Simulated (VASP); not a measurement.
# Be2C (Fm-3m) in VASP: further runs

Aim: see how the results for Be2C move with the level of theory and the settings. Levels: PBE, LDA. Tasks: single point.

Everything below comes from runs of VASP 6.6.1. Logs are shortened: lines on timing, memory, paths and dates and some standing lists are left out, and cuts for length are marked.

## 1. The cell of the first run

It takes space group Fm-3m (No. 225, cubic). Conventional cell: a = 4.321 Å, b = 4.321 Å, c = 4.321 Å, α = 90.00°, β = 90.00°, γ = 90.00°. Within 2.5 Å of Be (site symmetry -43m) lie 4 C at 1.87 Å and 6 Be at 2.16 Å. C (site symmetry m-3m) has 8 Be at 1.87 Å within 2.5 Å.

## 2. Single point, PBE

INCAR reads:

```
  ALGO = Normal
  EDIFF = 1E-6
  ENCUT = 600
  GGA = PE
  GGA_COMPAT = False
  ISIF = 2
  ISMEAR = 0
  LASPH = True
  LCHARG = True
  LELF = True
  LREAL = False
  LVHAR = True
  LWAVE = False
  NBANDS = 11
  NELM = 120
  PREC = Accurate
  SIGMA = 0.01
```

KPOINTS reads:

```
k-points
0
Gamma
  6 6 6
```

POSCAR reads:

```
Be2C
1.0
    0.0000000000      2.1604856457      2.1604856457
    2.1604856457      0.0000000000      2.1604856457
    2.1604856457      2.1604856457      0.0000000000
Be C
2 1
Direct
    0.7500000000      0.7500000000      0.7500000000
    0.2500000000      0.2500000000      0.2500000000
    0.0000000000      0.0000000000      0.0000000000
```

Potentials or basis: VASP PAW PBE potentials, release 64 (Be, C).

Command:

```sh
cat potpaw_PBE.64/Be/POTCAR potpaw_PBE.64/C/POTCAR > POTCAR
mpirun -np 1 vasp_std > vasp.out
```

OUTCAR:

```text
EDIFF = 1E-6
   ENCUT = 600
   GGA = PE
   ISIF = 2
   ISMEAR = 0
   LASPH = True
   LREAL = False
   NELM = 120
   PREC = Accurate

 ion  position               nearest neighbor table
   1  0.750  0.750  0.750-   3 1.87   3 1.87   3 1.87   3 1.87   2 2.16   2 2.16   2 2.16   2 2.16
                             2 2.16   2 2.16
   2  0.250  0.250  0.250-   3 1.87   3 1.87   3 1.87   3 1.87   1 2.16   1 2.16   1 2.16   1 2.16
                             1 2.16   1 2.16
   3  0.000  0.000  0.000-   1 1.87   2 1.87   1 1.87   1 1.87   1 1.87   2 1.87   2 1.87   2 1.87

  LATTYP: Found a face centered cubic cell.
 ALAT       =     4.3209712914

  Lattice vectors:

 A1 = (   0.0000000000,   2.1604856457,   2.1604856457)
 A2 = (   2.1604856457,   0.0000000000,   2.1604856457)
 A3 = (   2.1604856457,   2.1604856457,   0.0000000000)

Analysis of symmetry for initial positions (statically):
=====================================================================
 Subroutine PRICEL returns:
 Original cell was already a primitive cell.

 Routine SETGRP: Setting up the symmetry group for a
 face centered cubic supercell.

 Subroutine GETGRP returns: Found 48 space group operations
 (whereof 48 operations were pure point group operations)
 out of a pool of 48 trial point group operations.

The static configuration has the point symmetry O_h .

Analysis of symmetry for dynamics (positions and initial velocities):
=====================================================================
 Subroutine PRICEL returns:
 Original cell was already a primitive cell.

 Routine SETGRP: Setting up the symmetry group for a
 face centered cubic supercell.

 Subroutine GETGRP returns: Found 48 space group operations
 (whereof 48 operations were pure point group operations)
 out of a pool of 48 trial point group operations.

The dynamic configuration has the point symmetry O_h .

 Subroutine INISYM returns: Found 48 space group operations
 (whereof 48 operations are pure point group operations),
 and found     1 'primitive' translations

----------------------------------------------------------------------------------------

                                     Primitive cell

  volume of cell :      20.1690

  direct lattice vectors                    reciprocal lattice vectors
     0.000000000  2.160485646  2.160485646    -0.231429448  0.231429448  0.231429448
     2.160485646  0.000000000  2.160485646     0.231429448 -0.231429448  0.231429448
     2.160485646  2.160485646  0.000000000     0.231429448  0.231429448 -0.231429448

  length of vectors
     3.055388101  3.055388101  3.055388101     0.400847562  0.400847562  0.400847562

  position of ions in fractional coordinates (direct lattice)
     0.750000000  0.750000000  0.750000000
     0.250000000  0.250000000  0.250000000
     0.000000000  0.000000000  0.000000000

  ion indices of the primitive-cell ions
   primitive index   ion index
                 1           1
                 2           2
                 3           3

----------------------------------------------------------------------------------------

 KPOINTS: k-points

Automatic generation of k-mesh.
 Grid dimensions read from file:
 generate k-points for:    6    6    6

 Generating k-lattice:

  Cartesian coordinates                     Fractional coordinates (reciprocal lattice)
    -0.038571575  0.038571575  0.038571575     0.166666667  0.000000000  0.000000000
     0.038571575 -0.038571575  0.038571575     0.000000000  0.166666667  0.000000000
     0.038571575  0.038571575 -0.038571575     0.000000000  0.000000000  0.166666667

  Length of vectors
     0.066807927  0.066807927  0.066807927

  Shift w.r.t. Gamma in fractional coordinates (k-lattice)
     0.000000000  0.000000000  0.000000000

 Subroutine IBZKPT returns following result:
 ===========================================

 Found     16 irreducible k-points:

 Following reciprocal coordinates:
            Coordinates               Weight
  0.000000  0.000000  0.000000      1.000000
  0.166667  0.000000  0.000000      8.000000
  0.333333  0.000000  0.000000      8.000000
  0.500000  0.000000  0.000000      4.000000
  0.166667  0.166667  0.000000      6.000000
  0.333333  0.166667  0.000000     24.000000
[... 8 lines left out ...]
 -0.333333  0.333333  0.166667     24.000000
 -0.333333  0.500000  0.166667     12.000000
   k-points           NKPTS =     16   k-points in BZ     NKDIM =     16   number of bands    NBANDS=     11
   number of dos      NEDOS =    301   number of ions     NIONS =      3
   total plane-waves  NPLWV =  13824
   dimension x,y,z NGX =    24 NGY =   24 NGZ =   24
   dimension x,y,z NGXF=    48 NGYF=   48 NGZF=   48
   ions per type =               2   1
   NGX,Y,Z   is equivalent  to a cutoff of  13.06, 13.06, 13.06 a.u.
   NGXF,Y,Z  is equivalent  to a cutoff of  26.12, 26.12, 26.12 a.u.
 SYSTEM =  unknown system
   PREC   = accura    normal or accurate (medium, high low for compatibility)
   ISTART =      0    job   : 0-new  1-cont  2-samecut
   ICHARG =      2    charge: 1-file 2-atom 10-const
   ISPIN  =      1    spin polarized calculation?
   LNONCOLLINEAR =      F non collinear calculations
   LSORBIT =      F    spin-orbit coupling
   LASPH  =      T    aspherical Exc in radial PAW
   ENCUT  =  600.0 eV  44.10 Ry    6.64 a.u.   6.10  6.10  6.10*2*pi/ulx,y,z
   NELM   =    120;   NELMIN=  2; NELMDL= -5     # of ELM steps
   EDIFF  = 0.1E-05   stopping-criterion for ELM
   LREAL  =      F    real-space projection
   EDIFFG = 0.1E-04   stopping-criterion for IOM
   NSW    =      0    number of steps for IOM
   IBRION =     -1    ionic relax: 0-MD 1-quasi-New 2-CG
   NFREE  =      0    steps in history (QN), initial steepest desc. (CG)
   ISIF   =      2    stress and relaxation
   ISYM   =      2    0-nonsym 1-usesym 2-fastsym
   POTIM  = 0.5000    time-step for ionic-motion
   TEBEG  =    0.0;   TEEND  =   0.0 temperature during run
   PSTRESS=    0.0 pullay stress
   NELECT =       8.0000    total number of electrons
   NUPDOWN=      -1.0000    fix difference up-down
   EMIN   =  10.00;   EMAX   =-10.00  energy-range for DOS
   EFERMI =   0.00;   METHOD = LEGACY
   ISMEAR =     0;   SIGMA  =   0.01  broadening in eV -4-tet -1-fermi 0-gaus
   EFERMI_NEDOS =   21; number of points for ismear=-14 and -15
   IALGO  =     38    algorithm
   IMIX   =      4    mixing-type and parameters
     AMIX     =   0.40;   BMIX     =  1.00
     AMIX_MAG =   1.60;   BMIX_MAG =  1.00
  volume/ion in A,a.u.               =       6.72        45.37
  Fermi-wavevector in a.u.,A,eV,Ry     =   1.202846  2.273050 19.685440  1.446839
  Thomas-Fermi vector in A             =   2.338616
   LORBIT       =      0    0 simple, 1 ext, 2 COOP (PROOUT), +10 PAW based schemes
   GGA     = PE    functional components
   LHFCALC =     F    Hartree Fock is set to
   AEXX    =    0.0000 exact exchange contribution
   IVDW    =     0    specifies the selected vdW correction
   LEPSILON=     F    determine dielectric tensor
   LRPA    =     F    only Hartree local field effects (RPA)
 non-spin polarized calculation
 Gauss-broadening in eV      SIGMA  =   0.01
  energy-cutoff  :      600.00
  volume of cell :       20.17
 maximum number of plane-waves:       692
   NGX = 13   NGY = 13   NGZ = 13

 number of electron       8.0000000 magnetization

 Free energy of the ion-electron system (eV)
  ---------------------------------------------------
  ext. energy  EPLUGINS =         0.00000000
  ---------------------------------------------------
  free energy    TOTEN  =       -17.45045114 eV

  energy without entropy =      -17.45045114  energy(sigma->0) =      -17.45045114

 E-fermi :   7.8976     XC(G=0): -11.4602

 val. band max:        7.7877749221   @ k =   0.0000   0.0000   0.0000
 cond. band min:       8.9452549018   @ k =   0.5000   0.5000   0.0000
 fundamental gap:      1.1574799797
 Fermi energy:         7.8976340006

 k-point     1 :       0.0000    0.0000    0.0000
  band No.  band energies     occupation
      1      -7.2954      2.00000
      2       7.7878      2.00000
      3       7.7878      2.00000
      4       7.7878      2.00000
      5      11.9235      0.00000
      6      11.9235      0.00000
      7      11.9235      0.00000
      8      14.6005      0.00000
      9      20.9978      0.00000
     10      20.9978      0.00000
     11      20.9978      0.00000

 k-point     2 :       0.1667    0.0000    0.0000
  band No.  band energies     occupation
      1      -6.8529      2.00000
      2       4.9182      2.00000
      3       7.0920      2.00000
      4       7.0920      2.00000
      5      12.8996      0.00000
      6      12.8996      0.00000
      7      13.4225      0.00000
      8      15.6021      0.00000
      9      19.1901      0.00000
     10      19.1901      0.00000
     11      22.0487      0.00000

 k-point     3 :       0.3333    0.0000    0.0000
  band No.  band energies     occupation
      1      -5.5997      2.00000
      2       1.1234      2.00000
      3       6.2476      2.00000
      4       6.2476      2.00000
      5      13.1746      0.00000
      6      13.1746      0.00000
      7      14.4410      0.00000
      8      17.0951      0.00000
      9      20.0906      0.00000
     10      20.0906      0.00000
     11      24.0738      0.00000
[... 155 lines left out ...]
 k-point    15 :      -0.3333    0.3333    0.1667
  band No.  band energies     occupation
      1      -3.6790      2.00000
      2       0.2345      2.00000
      3       2.7405      2.00000
      4       3.4762      2.00000
      5      13.1800      0.00000
      6      14.9874      0.00000
      7      18.0563      0.00000
      8      18.6776      0.00000
      9      19.6514      0.00000
     10      21.8250      0.00000
     11      25.6911      0.00000

 k-point    16 :      -0.3333    0.5000    0.1667
  band No.  band energies     occupation
      1      -3.4279      2.00000
      2       1.4000      2.00000
      3       1.8295      2.00000
      4       2.3938      2.00000
      5      11.8183      0.00000
      6      15.3757      0.00000
      7      17.7957      0.00000
      8      19.7450      0.00000
      9      21.6451      0.00000
     10      22.9425      0.00000
     11      24.5956      0.00000

------------------------ aborting loop because EDIFF is reached ----------------------------------------

  FORCE on cell =-STRESS in cart. coord.  units (eV):
  Direction    XX          YY          ZZ          XY          YZ          ZX
  --------------------------------------------------------------------------------------
  -------------------------------------------------------------------------------------
  Total        0.1626907      0.1626907      0.1626907     -0.0000000     -0.0000000      0.0000000
  in kB       12.9237708     12.9237708     12.9237708     -0.0000000     -0.0000000      0.0000000
  external PRESSURE =      12.9237708 kB  Pullay stress =       0.0000000 kB

 VOLUME and BASIS-vectors are now :
 -----------------------------------------------------------------------------
  energy-cutoff  :      600.00
  volume of cell :       20.17
      direct lattice vectors                 reciprocal lattice vectors
     0.000000000  2.160485646  2.160485646    -0.231429448  0.231429448  0.231429448
     2.160485646  0.000000000  2.160485646     0.231429448 -0.231429448  0.231429448
     2.160485646  2.160485646  0.000000000     0.231429448  0.231429448 -0.231429448

 POSITION                                       TOTAL-FORCE (eV/Angst)
 -----------------------------------------------------------------------------------
      3.24073      3.24073      3.24073        -0.000000     -0.000000      0.000000
      1.08024      1.08024      1.08024        -0.000000      0.000000     -0.000000
      0.00000      0.00000      0.00000         0.000000      0.000000     -0.000000
 -----------------------------------------------------------------------------------
    total drift:                               -0.000000     -0.000000      0.000000

  FREE ENERGIE OF THE ION-ELECTRON SYSTEM (eV)
  ---------------------------------------------------
  free  energy   TOTEN  =       -17.4504511416 eV

  energy  without entropy=      -17.4504511416  energy(sigma->0) =      -17.45045114
```

Wall time 6.7 s (1 thread of AMD EPYC 7R43 (Zen 3), shared host); peak memory 0.1 GiB.

Results:

```yaml
Free_energy: -17.4505 eV
Pressure: 1.3 GPa
Band_gap_on_the_k_mesh: 1.16 eV (least direct gap 4.14 eV)
```

A k mesh can miss the band edges.

## 3. Single point, PBE

INCAR reads:

```
SYSTEM = Be2C
PREC = Accurate ; ENCUT = 600
EDIFF = 1E-6 ; ISMEAR = 0
SIGMA = 0.01 ; LREAL = .False.
LASPH = .True. ; NELM = 120
ALGO = Normal ; ISIF = 2
LWAVE = .False. ; LCHARG = .False.
GGA = PE ; NBANDS = 11
GGA_COMPAT = .False.
```

KPOINTS reads:

```
Automatic mesh
0
Gamma
  6 6 6
  0 0 0
```

POSCAR is that of step 2.

Potentials or basis: VASP PAW PBE potentials, release 64 (Be, C).

Command:

```sh
cat potpaw_PBE.64/Be/POTCAR potpaw_PBE.64/C/POTCAR > POTCAR
mpirun -np 1 vasp_std > vasp.out
```

It took 5.5 s on 1 thread of AMD EPYC 7R43 (Zen 3), shared host; peak memory 0.1 GiB.

It converged, with:

```yaml
Free_energy: -17.4505 eV
Pressure: 1.3 GPa
Band_gap_on_the_k_mesh: 1.16 eV (least direct gap 4.14 eV)
```

Levels at points of the mesh, in eV from the valence-band top:
```csv
k point,band 1,band 2,band 3,band 4,band 5,band 6,band 7,band 8
"(0.00, 0.00, 0.00)",-15.08,0.00,0.00,0.00,4.14,4.14,4.14,6.81
"(0.50, 0.00, 0.00)",-12.20,-8.76,-1.84,-1.84,5.01,5.01,7.07,9.85
"(0.50, 0.50, 0.00)",-11.45,-6.80,-4.75,-4.75,1.16,5.76,13.31,13.31
```

A k mesh can miss the band edges.

## 4. Single point, LDA

INCAR reads:

```
SYSTEM = Be2C
ALGO     = Normal         ! electronic algorithm
EDIFF    = 1E-6           ! SCF threshold, eV
ENCUT    = 600            ! plane-wave cutoff, eV
GGA_COMPAT= .False.      
ISIF     = 2              ! what is computed and relaxed
ISMEAR   = 0              ! smearing method
LASPH    = .True.         ! aspherical terms in the spheres
LCHARG   = .True.         ! write CHGCAR
LELF     = .True.         ! ELF
LREAL    = .False.        ! projectors in reciprocal space
LVHAR    = .True.       
LWAVE    = .False.        ! write WAVECAR
NBANDS   = 11             ! bands
NELM     = 120            ! most SCF steps
PREC     = Accurate       ! precision mode
SIGMA    = 0.01           ! smearing width, eV
```

KPOINTS reads:

```
k-points
0
Gamma
  6 6 6
  0 0 0
```

POSCAR is that of step 3.

Potentials or basis: VASP PAW LDA potentials, release 64 (Be, C).

Command:

```sh
cat potpaw_LDA.64/Be/POTCAR potpaw_LDA.64/C/POTCAR > POTCAR
mpirun -np 1 vasp_std > vasp.out
```

Run time: 4.9 s. Hardware: 1 thread of AMD EPYC 7R43 (Zen 3), shared host; peak memory 0.09 GiB.

Results (log left out):

* Free energy: -19.4123 eV
* Pressure: -7.1 GPa
* Band gap on the k mesh: 1.18 eV (least direct gap 4.03 eV)

Levels at points of the mesh, in eV from the valence-band top:
```
           k point  band 2  band 3  band 4  band 5  band 6  band 7
(0.00, 0.00, 0.00)    0.00    0.00    0.00    4.03    4.03    4.03
(0.50, 0.00, 0.00)   -8.72   -1.85   -1.85    4.93    4.93    7.18
(0.50, 0.50, 0.00)   -6.72   -4.77   -4.77    1.18    5.84   13.15
```

Caveat: the cell stands under tension.
